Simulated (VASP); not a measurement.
# CaO (Fm-3m) in VASP: single point with r2SCAN

Aim: the single point of CaO with r2SCAN.

Everything below comes from runs of VASP 6.6.1. Logs are shortened: lines on timing, memory, paths and dates and some standing lists are left out, and cuts for length are marked.

### 1 The cell of the first run

It takes space group Fm-3m (No. 225, cubic). The conventional cell has a = 4.710 Å, b = 4.710 Å, c = 4.710 Å, α = 90.00°, β = 90.00°, γ = 90.00°. Within 3.1 Å of Ca (site symmetry m-3m) lie 6 O at 2.36 Å. Within 3.1 Å of O (site symmetry m-3m) lie 6 Ca at 2.36 Å.

### 2 Single point, r2SCAN

The input, POSCAR:

```
CaO
1.0
    2.3551214364      2.3551214364      0.0000000000
   -2.3551214364      2.3551214364      0.0000000000
    0.0000000000      2.3551214364      2.3551214364
Ca O
1 1
Direct
    0.0000000000      0.0000000000      0.0000000000
    0.5000000000      0.5000000000      0.0000000000
```

The input, INCAR.step1:

```
SYSTEM = CaO
PREC = Accurate
ENCUT = 910
ISMEAR = 0
SIGMA = 0.01
LREAL = .FALSE.
LASPH = .TRUE.
NELM = 120
NBANDS = 15
GGA = PE
ALGO = Normal
EDIFF = 1E-5
LWAVE = .TRUE.
LCHARG = .FALSE.
GGA_COMPAT = .FALSE.
```

The input, INCAR.step2:

```
SYSTEM = CaO
PREC = Accurate
ENCUT = 910
EDIFF = 1E-6
ISMEAR = 0
SIGMA = 0.01
LREAL = .FALSE.
LASPH = .TRUE.
NELM = 120
ALGO = Normal
ISIF = 2
LWAVE = .FALSE.
LCHARG = .FALSE.
METAGGA = R2SCAN
LMIXTAU = .TRUE.
NBANDS = 15
ISTART = 1
GGA_COMPAT = .FALSE.
```

The input, KPOINTS:

```
Automatic mesh
0
G
  8 8 8
  0 0 0
```

Potentials or basis: VASP PAW PBE potentials, release 64 (Ca_sv, O_h).

Started as:

```console
> cat potpaw_PBE.64/Ca_sv/POTCAR potpaw_PBE.64/O_h/POTCAR > POTCAR
> cp INCAR.step1 INCAR
> mpirun -np 1 vasp_std > vasp.out
> cp INCAR.step2 INCAR
> mpirun -np 1 vasp_std > vasp.out
```

OUTCAR:

```text
SYSTEM = CaO
   PREC = Accurate
   ENCUT = 910
   EDIFF = 1E-6
   ISMEAR = 0
   LREAL = .FALSE.
   LASPH = .TRUE.
   NELM = 120
   ISIF = 2
   METAGGA = R2SCAN
   ISTART = 1

 ion  position               nearest neighbor table
   1  0.000  0.000  0.000-
   2  0.500  0.500  0.000-

  LATTYP: Found a face centered cubic cell.
 ALAT       =     4.7102428728

  Lattice vectors:

 A1 = (   0.0000000000,   2.3551214364,   2.3551214364)
 A2 = (   2.3551214364,   0.0000000000,   2.3551214364)
 A3 = (   2.3551214364,   2.3551214364,   0.0000000000)

Analysis of symmetry for initial positions (statically):
=====================================================================
 Subroutine PRICEL returns:
 Original cell was already a primitive cell.

 Routine SETGRP: Setting up the symmetry group for a
 face centered cubic supercell.

 Subroutine GETGRP returns: Found 48 space group operations
 (whereof 48 operations were pure point group operations)
 out of a pool of 48 trial point group operations.

The static configuration has the point symmetry O_h .

Analysis of symmetry for dynamics (positions and initial velocities):
=====================================================================
 Subroutine PRICEL returns:
 Original cell was already a primitive cell.

 Routine SETGRP: Setting up the symmetry group for a
 face centered cubic supercell.

 Subroutine GETGRP returns: Found 48 space group operations
 (whereof 48 operations were pure point group operations)
 out of a pool of 48 trial point group operations.

The dynamic configuration has the point symmetry O_h .

 Subroutine INISYM returns: Found 48 space group operations
 (whereof 48 operations are pure point group operations),
 and found     1 'primitive' translations

----------------------------------------------------------------------------------------

                                     Primitive cell

  volume of cell :      26.1258

  direct lattice vectors                    reciprocal lattice vectors
     2.355121436  2.355121436  0.000000000     0.212303278  0.212303278 -0.212303278
    -2.355121436  2.355121436  0.000000000    -0.212303278  0.212303278 -0.212303278
     0.000000000  2.355121436  2.355121436     0.000000000  0.000000000  0.424606555

  length of vectors
     3.330644676  3.330644676  3.330644676     0.367720063  0.367720063  0.424606555

  position of ions in fractional coordinates (direct lattice)
     0.000000000  0.000000000  0.000000000
     0.500000000  0.500000000  0.000000000

[... 87 lines left out ...]
   NELECT =      16.0000    total number of electrons
   NUPDOWN=      -1.0000    fix difference up-down
   EMIN   =  10.00;   EMAX   =-10.00  energy-range for DOS
   EFERMI =   0.00;   METHOD = LEGACY
   ISMEAR =     0;   SIGMA  =   0.01  broadening in eV -4-tet -1-fermi 0-gaus
   EFERMI_NEDOS =   21; number of points for ismear=-14 and -15
   IALGO  =     38    algorithm
   IMIX   =      4    mixing-type and parameters
     AMIX     =   0.40;   BMIX     =  1.00
     AMIX_MAG =   1.60;   BMIX_MAG =  1.00
  volume/ion in A,a.u.               =      13.06        88.15
  Fermi-wavevector in a.u.,A,eV,Ry     =   1.390246  2.627183 26.297106  1.932783
  Thomas-Fermi vector in A             =   2.514199
   LORBIT       =      0    0 simple, 1 ext, 2 COOP (PROOUT), +10 PAW based schemes
   METAGGA = R2SCAN    functional components
   LHFCALC =     F    Hartree Fock is set to
   AEXX    =    0.0000 exact exchange contribution
   IVDW    =     0    specifies the selected vdW correction
   LEPSILON=     F    determine dielectric tensor
   LRPA    =     F    only Hartree local field effects (RPA)
 non-spin polarized calculation
 Gauss-broadening in eV      SIGMA  =   0.01
  energy-cutoff  :      910.00
  volume of cell :       26.13
 maximum number of plane-waves:      1660
 NGX is ok and might be reduce to    36
   NGX = 17   NGY = 17   NGZ = 17

 number of electron      16.0000002 magnetization

 Free energy of the ion-electron system (eV)
  ---------------------------------------------------
  ext. energy  EPLUGINS =         0.00000000
  ---------------------------------------------------
  free energy    TOTEN  =       -19.42184155 eV

  energy without entropy =      -19.42184155  energy(sigma->0) =      -19.42184155

 E-fermi :   2.7271     XC(G=0): -11.4021

 val. band max:        2.6591711454   @ k =   0.0000   0.0000   0.0000
 cond. band min:       6.8276066370   @ k =   0.5000   0.5000   0.0000
 fundamental gap:      4.1684354916
 Fermi energy:         2.7271335498

 k-point     1 :       0.0000    0.0000    0.0000
  band No.  band energies     occupation
      1     -36.1462      2.00000
      2     -15.9892      2.00000
      3     -15.9892      2.00000
      4     -15.9892      2.00000
      5     -13.9340      2.00000
      6       2.6592      2.00000
      7       2.6592      2.00000
      8       2.6592      2.00000
      9       8.6178      0.00000
     10       9.6636      0.00000
     11       9.6636      0.00000
     12       9.6636      0.00000
     13      11.3686      0.00000
     14      11.3686      0.00000
[... 401 lines left out ...]
      2     -17.2139      2.00000
      3     -16.2774      2.00000
      4     -16.1403      2.00000
      5     -12.7357      2.00000
      6       0.5403      2.00000
      7       1.4832      2.00000
      8       1.5182      2.00000
      9      10.2859      0.00000
     10      10.3794      0.00000
     11      12.4779      0.00000
     12      12.8134      0.00000
     13      14.1389      0.00000
     14      16.0147      0.00000
     15      18.3735      0.00000

 [... further k-points ...]

------------------------ aborting loop because EDIFF is reached ----------------------------------------

  FORCE on cell =-STRESS in cart. coord.  units (eV):
  Direction    XX          YY          ZZ          XY          YZ          ZX
  --------------------------------------------------------------------------------------
  -------------------------------------------------------------------------------------
  Total        1.3339884      1.3339884      1.3339884     -0.0000000      0.0000000     -0.0000000
  in kB       81.8074271     81.8074271     81.8074271     -0.0000000      0.0000000     -0.0000000
  external PRESSURE =      81.8074271 kB  Pullay stress =       0.0000000 kB

 VOLUME and BASIS-vectors are now :
 -----------------------------------------------------------------------------
  energy-cutoff  :      910.00
  volume of cell :       26.13
      direct lattice vectors                 reciprocal lattice vectors
     2.355121436  2.355121436  0.000000000     0.212303278  0.212303278 -0.212303278
    -2.355121436  2.355121436  0.000000000    -0.212303278  0.212303278 -0.212303278
     0.000000000  2.355121436  2.355121436     0.000000000  0.000000000  0.424606555

 POSITION                                       TOTAL-FORCE (eV/Angst)
 -----------------------------------------------------------------------------------
      0.00000      0.00000      0.00000         0.000000     -0.000000      0.000000
      0.00000      2.35512      0.00000         0.000000      0.000000      0.000000
 -----------------------------------------------------------------------------------
    total drift:                               -0.000000      0.000000     -0.000000

  FREE ENERGIE OF THE ION-ELECTRON SYSTEM (eV)
  ---------------------------------------------------
  free  energy   TOTEN  =       -19.4218415513 eV

  energy  without entropy=      -19.4218415513  energy(sigma->0) =      -19.42184155
```

OSZICAR.step1:

```text
N       E                     dE             d eps       ncg     rms          rms(c)
DAV:   1     0.174675837412E+03    0.17468E+03   -0.11695E+04   870   0.169E+03
DAV:   2     0.689327908442E+00   -0.17399E+03   -0.15923E+03  1059   0.367E+02
DAV:   3    -0.140343850987E+02   -0.14724E+02   -0.14360E+02  1034   0.937E+01
DAV:   4    -0.144486926713E+02   -0.41431E+00   -0.41375E+00  1230   0.152E+01
DAV:   5    -0.144531301287E+02   -0.44375E-02   -0.44370E-02  1004   0.168E+00    0.875E+00
DAV:   6    -0.128071855050E+02    0.16459E+01   -0.47470E+00  1205   0.218E+01    0.353E+00
DAV:   7    -0.127488966068E+02    0.58289E-01   -0.40102E-01   983   0.699E+00    0.180E+00
DAV:   8    -0.127468145517E+02    0.20821E-02   -0.90500E-02  1178   0.341E+00    0.516E-01
DAV:   9    -0.127444280340E+02    0.23865E-02   -0.61992E-03   898   0.712E-01    0.125E-01
DAV:  10    -0.127450618369E+02   -0.63380E-03   -0.77246E-04  1045   0.288E-01    0.409E-02
DAV:  11    -0.127450375171E+02    0.24320E-04   -0.62279E-05  1316   0.959E-02    0.877E-03
DAV:  12    -0.127450376101E+02   -0.92958E-07   -0.73675E-06   748   0.304E-02
   1 F= -.12745038E+02 E0= -.12745038E+02  d E =-.566802E-79
```

Run time: 3.4 min. Hardware: 1 thread of Intel Xeon Platinum 8259CL at 2.50GHz (Skylake/Cascade Lake), shared host; peak memory 0.22 GiB.

What came out:

```yaml
Free_energy: -19.4218 eV
Pressure: 8.2 GPa
Band_gap_on_the_k_mesh: 4.17 eV (least direct gap 4.52 eV)
```

Caveat: the cutoff is under 1.25 times the usual one of these potentials, so pressure, stress and relaxed cells hold a basis-set (Pulay) error; the cell stands under pressure; the PAW data sets were made with another functional, which shifts forces and pressure a little. A k mesh can miss the band edges.
